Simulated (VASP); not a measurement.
# InSb (k06) (Fm-3m) in VASP: single point with PBEsol

Aim: the single point of InSb (k06) with PBEsol.

All numbers are computed with VASP 6.6.1; they aren't measurements. Logs are shortened: lines on timing, memory, paths and dates and some standing lists are left out, and cuts for length are marked.

**1. The cell of the first run**

The structure is cubic, space group Fm-3m (No. 225). Conventional cell: a = 6.037 Å, b = 6.037 Å, c = 6.037 Å, α = 90.00°, β = 90.00°, γ = 90.00°. Within 4.0 Å of In (site symmetry m-3m) lie 6 Sb at 3.02 Å. Sb (site symmetry m-3m) has 6 In at 3.02 Å within 4.0 Å.

**2. Single point, PBEsol**

Contents of INCAR:

```
SYSTEM = InSb
PREC = Accurate
ENCUT = 500
EDIFF = 1E-6
ISMEAR = 0
SIGMA = 0.1
LREAL = .FALSE.
LASPH = .TRUE.
NELM = 120
ALGO = Normal
ISIF = 2
LWAVE = .FALSE.
LCHARG = .FALSE.
GGA = PS
NBANDS = 16
GGA_COMPAT = .FALSE.
```

Contents of KPOINTS:

```
Automatic mesh
0
G
  18 18 18
  0 0 0
```

Contents of POSCAR:

```
InSb
1.0
    0.0000000000      3.0186075815      3.0186075815
    3.0186075815      0.0000000000      3.0186075815
    3.0186075815      3.0186075815      0.0000000000
In Sb
1 1
Direct
    0.0000000000      0.0000000000      0.0000000000
    0.5000000000      0.5000000000      0.5000000000
```

Potentials or basis: VASP PAW PBE potentials, release 64 (In_d, Sb).

The run is started by

```
cat potpaw_PBE.64/In_d/POTCAR potpaw_PBE.64/Sb/POTCAR > POTCAR
mpirun -np 1 vasp_std > vasp.out
```

OUTCAR:

```text
SYSTEM = InSb
   PREC = Accurate
   ENCUT = 500
   EDIFF = 1E-6
   ISMEAR = 0
   LREAL = .FALSE.
   LASPH = .TRUE.
   NELM = 120
   ISIF = 2
   GGA = PS

 ion  position               nearest neighbor table
   1  0.000  0.000  0.000-   2 3.02   2 3.02   2 3.02   2 3.02   2 3.02   2 3.02
   2  0.500  0.500  0.500-   1 3.02   1 3.02   1 3.02   1 3.02   1 3.02   1 3.02

  LATTYP: Found a face centered cubic cell.
 ALAT       =     6.0372151630

  Lattice vectors:

 A1 = (   0.0000000000,   3.0186075815,   3.0186075815)
 A2 = (   3.0186075815,   0.0000000000,   3.0186075815)
 A3 = (   3.0186075815,   3.0186075815,   0.0000000000)

Analysis of symmetry for initial positions (statically):
=====================================================================
 Subroutine PRICEL returns:
 Original cell was already a primitive cell.

 Routine SETGRP: Setting up the symmetry group for a
 face centered cubic supercell.

 Subroutine GETGRP returns: Found 48 space group operations
 (whereof 48 operations were pure point group operations)
 out of a pool of 48 trial point group operations.

The static configuration has the point symmetry O_h .

Analysis of symmetry for dynamics (positions and initial velocities):
=====================================================================
 Subroutine PRICEL returns:
 Original cell was already a primitive cell.

 Routine SETGRP: Setting up the symmetry group for a
 face centered cubic supercell.

 Subroutine GETGRP returns: Found 48 space group operations
 (whereof 48 operations were pure point group operations)
 out of a pool of 48 trial point group operations.

The dynamic configuration has the point symmetry O_h .

 Subroutine INISYM returns: Found 48 space group operations
 (whereof 48 operations are pure point group operations),
 and found     1 'primitive' translations

----------------------------------------------------------------------------------------

                                     Primitive cell

  volume of cell :      55.0111

  direct lattice vectors                    reciprocal lattice vectors
     0.000000000  3.018607581  3.018607581    -0.165639285  0.165639285  0.165639285
     3.018607581  0.000000000  3.018607581     0.165639285 -0.165639285  0.165639285
     3.018607581  3.018607581  0.000000000     0.165639285  0.165639285 -0.165639285

  length of vectors
[... 74 lines left out ...]
   ISTART =      0    job   : 0-new  1-cont  2-samecut
   ICHARG =      2    charge: 1-file 2-atom 10-const
   ISPIN  =      1    spin polarized calculation?
   LNONCOLLINEAR =      F non collinear calculations
   LSORBIT =      F    spin-orbit coupling
   LASPH  =      T    aspherical Exc in radial PAW
   ENCUT  =  500.0 eV  36.75 Ry    6.06 a.u.   7.78  7.78  7.78*2*pi/ulx,y,z
   NELM   =    120;   NELMIN=  2; NELMDL= -5     # of ELM steps
   EDIFF  = 0.1E-05   stopping-criterion for ELM
   LREAL  =      F    real-space projection
   EDIFFG = 0.1E-04   stopping-criterion for IOM
   NSW    =      0    number of steps for IOM
   IBRION =     -1    ionic relax: 0-MD 1-quasi-New 2-CG
   NFREE  =      0    steps in history (QN), initial steepest desc. (CG)
   ISIF   =      2    stress and relaxation
   ISYM   =      2    0-nonsym 1-usesym 2-fastsym
   POTIM  = 0.5000    time-step for ionic-motion
   TEBEG  =    0.0;   TEEND  =   0.0 temperature during run
   PSTRESS=    0.0 pullay stress
   NELECT =      18.0000    total number of electrons
   NUPDOWN=      -1.0000    fix difference up-down
   EMIN   =  10.00;   EMAX   =-10.00  energy-range for DOS
   EFERMI =   0.00;   METHOD = LEGACY
   ISMEAR =     0;   SIGMA  =   0.10  broadening in eV -4-tet -1-fermi 0-gaus
   EFERMI_NEDOS =   21; number of points for ismear=-14 and -15
   IALGO  =     38    algorithm
   IMIX   =      4    mixing-type and parameters
     AMIX     =   0.40;   BMIX     =  1.00
     AMIX_MAG =   1.60;   BMIX_MAG =  1.00
  volume/ion in A,a.u.               =      27.51       185.62
  Fermi-wavevector in a.u.,A,eV,Ry     =   1.128104  2.131807 17.315017  1.272618
  Thomas-Fermi vector in A             =   2.264792
   LORBIT       =      0    0 simple, 1 ext, 2 COOP (PROOUT), +10 PAW based schemes
   GGA     = PS    functional components
   LHFCALC =     F    Hartree Fock is set to
   AEXX    =    0.0000 exact exchange contribution
   IVDW    =     0    specifies the selected vdW correction
   LEPSILON=     F    determine dielectric tensor
   LRPA    =     F    only Hartree local field effects (RPA)
 non-spin polarized calculation
 Gauss-broadening in eV      SIGMA  =   0.10
  energy-cutoff  :      500.00
  volume of cell :       55.01
 maximum number of plane-waves:      1413
   NGX = 15   NGY = 15   NGZ = 15

 number of electron      17.9999991 magnetization

 Free energy of the ion-electron system (eV)
  ---------------------------------------------------
  ext. energy  EPLUGINS =         0.00000000
  ---------------------------------------------------
  free energy    TOTEN  =        -7.54005202 eV

  energy without entropy =       -7.53451135  energy(sigma->0) =       -7.53728168

 E-fermi :   7.0639     XC(G=0): -10.0965

 val. band max:        7.0636035875   @ k =   0.4444   0.0556   0.0000
 cond. band min:       7.0826127612   @ k =  -0.2778   0.2222   0.0000
 fundamental gap:      0.0190091736
 Fermi energy:         7.0639188305

 k-point     1 :       0.0000    0.0000    0.0000
  band No.  band energies     occupation
      1      -7.3187      2.00000
      2      -7.3187      2.00000
      3      -7.2851      2.00000
      4      -7.2851      2.00000
      5      -7.2851      2.00000
      6      -4.2138      2.00000
[... 433 lines left out ...]
      3      -7.2861      2.00000
      4      -7.2715      2.00000
      5      -7.2682      2.00000
      6      -3.5448      2.00000
[... 8 lines left out ...]
     15      14.2139      0.00000
     16      15.2444      0.00000

 [... further k-points ...]
[... 5 lines left out ...]
  --------------------------------------------------------------------------------------
  -------------------------------------------------------------------------------------
  Total       -0.0143471     -0.0143471     -0.0143471      0.0000000      0.0000000     -0.0000000
  in kB       -0.4178554     -0.4178554     -0.4178554      0.0000000      0.0000000     -0.0000000
  external PRESSURE =      -0.4178554 kB  Pullay stress =       0.0000000 kB

 VOLUME and BASIS-vectors are now :
 -----------------------------------------------------------------------------
  energy-cutoff  :      500.00
  volume of cell :       55.01
      direct lattice vectors                 reciprocal lattice vectors
     0.000000000  3.018607581  3.018607581    -0.165639285  0.165639285  0.165639285
     3.018607581  0.000000000  3.018607581     0.165639285 -0.165639285  0.165639285
     3.018607581  3.018607581  0.000000000     0.165639285  0.165639285 -0.165639285

 POSITION                                       TOTAL-FORCE (eV/Angst)
 -----------------------------------------------------------------------------------
      0.00000      0.00000      0.00000        -0.000000     -0.000000     -0.000000
      3.01861      3.01861      3.01861         0.000000      0.000000      0.000000
 -----------------------------------------------------------------------------------
    total drift:                                0.000000     -0.000000     -0.000000

  FREE ENERGIE OF THE ION-ELECTRON SYSTEM (eV)
  ---------------------------------------------------
  free  energy   TOTEN  =        -7.5400520189 eV

  energy  without entropy=       -7.5345113459  energy(sigma->0) =       -7.53728168
```

OSZICAR:

```text
N       E                     dE             d eps       ncg     rms          rms(c)
DAV:   1     0.107534506235E+03    0.10753E+03   -0.78222E+03  6248   0.116E+03
DAV:   2    -0.149638526001E+01   -0.10903E+03   -0.10564E+03  7184   0.283E+02
DAV:   3    -0.745416673375E+01   -0.59578E+01   -0.59180E+01  7928   0.667E+01
DAV:   4    -0.760942883834E+01   -0.15526E+00   -0.15521E+00  7856   0.117E+01
DAV:   5    -0.761660870371E+01   -0.71799E-02   -0.71797E-02  9120   0.208E+00    0.344E+00
DAV:   6    -0.754720570796E+01    0.69403E-01   -0.13278E-01  8192   0.646E+00    0.188E+00
DAV:   7    -0.754079834026E+01    0.64074E-02   -0.26963E-02  9008   0.220E+00    0.559E-01
DAV:   8    -0.754003713916E+01    0.76120E-03   -0.23660E-03  7968   0.640E-01    0.149E-01
DAV:   9    -0.754005299226E+01   -0.15853E-04   -0.13897E-04  8800   0.118E-01    0.563E-02
DAV:  10    -0.754005161990E+01    0.13724E-05   -0.76539E-06  8208   0.223E-02    0.230E-02
DAV:  11    -0.754005201893E+01   -0.39903E-06   -0.14964E-06  7032   0.151E-02
   1 F= -.75400520E+01 E0= -.75372817E+01  d E =-.554067E-02
```

Wall time 42 s (1 thread of Intel Xeon Platinum 8559C (Emerald Rapids), shared host); peak memory 0.3 GiB.

Results:

- Free energy: -7.5401 eV
- Pressure: 0.0 GPa
- Band gap on the k mesh: zero (band 9 reaches 7.70 eV, above the bottom of band 10 at 4.80 eV)

Levels at points of the mesh, in eV from the Fermi level:
```
           k point  band 7  band 8  band 9  band 10  band 11  band 12
(0.00, 0.00, 0.00)   -0.17   -0.05   -0.05    -0.05     6.19     6.19
(0.50, 0.00, 0.00)   -6.66    0.37    0.37     2.19     2.45     2.45
(0.50, 0.50, 0.00)   -4.70   -3.34   -2.26    -2.26     3.11     8.55
```

Caveat: the PAW data sets were made with another functional, which shifts forces and pressure a little; spin-orbit coupling is left out, which moves the levels of the heavy elements.
